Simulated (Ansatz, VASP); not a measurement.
## One calculation of Ge3Pd, two programs

The input INCAR:

```
SYSTEM = Ge3Pd
PREC = Accurate
ENCUT = 520
EDIFF = 1E-6
ISMEAR = -1
SIGMA = 0.1
LREAL = .False.
LASPH = .True.
NELM = 100
ALGO = Normal
ISIF = 2
LWAVE = .False.
LCHARG = .True.
LELF = .True.
LVHAR = .True.
NBANDS = 34
```

KPOINTS

```
Automatic mesh
0
Gamma
  6 6 6
  0 0 0
```

Contents of POSCAR:

```
Ge3Pd
1.0
    4.0860428539      0.0000000000      0.0000000000
    0.0000000000      4.0860428539      0.0000000000
    0.0000000000      0.0000000000      4.0860428539
Ge Pd
3 1
Direct
    0.0000000000      0.5000000000      0.5000000000
    0.5000000000      0.0000000000      0.5000000000
    0.5000000000      0.5000000000      0.0000000000
    0.0000000000      0.0000000000      0.0000000000
```

Input for Ansatz:

```yaml
crystal:
  lattice:
    - [4.086042853901807, 0.0, 0.0]
    - [0.0, 4.086042853901807, 0.0]
    - [0.0, 0.0, 4.086042853901807]
  atoms:
    - { symbol: Ge, position: [0.0, 0.5, 0.5] }
    - { symbol: Ge, position: [0.5, 0.0, 0.5] }
    - { symbol: Ge, position: [0.5, 0.5, 0.0] }
    - { symbol: Pd, position: [0.0, 0.0, 0.0] }
basis:
  ecutwfc: 420.0
  ecutrho_ratio: 4
kpoints:
  mp_grid:
    grid: [6, 6, 6]
hamiltonian:
  xc: lda
  pseudopotentials:
    kind: paw
scf:
  n_extra_bands: 16
  convergence:
    dr2_threshold: 1.0e-09
  occupations:
    method: fermi_dirac
output:
  stress: true
```

Alike in both runs: task single point; functional LDA; k mesh 6 × 6 × 6; no spin polarisation.

```csv
,VASP,Ansatz
version,VASP 6.6.1,Ansatz 0.2.0
potentials or method,"VASP PAW LDA potentials, release 64 (Ge_d, Pd), cutoff 520 eV","plane waves, PAW"
occupations,"fermi-dirac, width 0.1 eV",fermi-dirac
valence electrons in the cell,52,60
```

VASP gave:

```
pressure (GPa) : -2.8
```

Question: What did Ansatz give for the same quantities?

Answer: Pressure (GPa): -3.2.

LDA's correlation is that of Perdew and Zunger in VASP and of Perdew and Wang (1992) in Ansatz. VASP's potentials hold 52 valence electrons a cell and Ansatz's 60, so a difference there can come from the potentials and not from the codes. Ansatz's warnings: stress scf threshold loose.
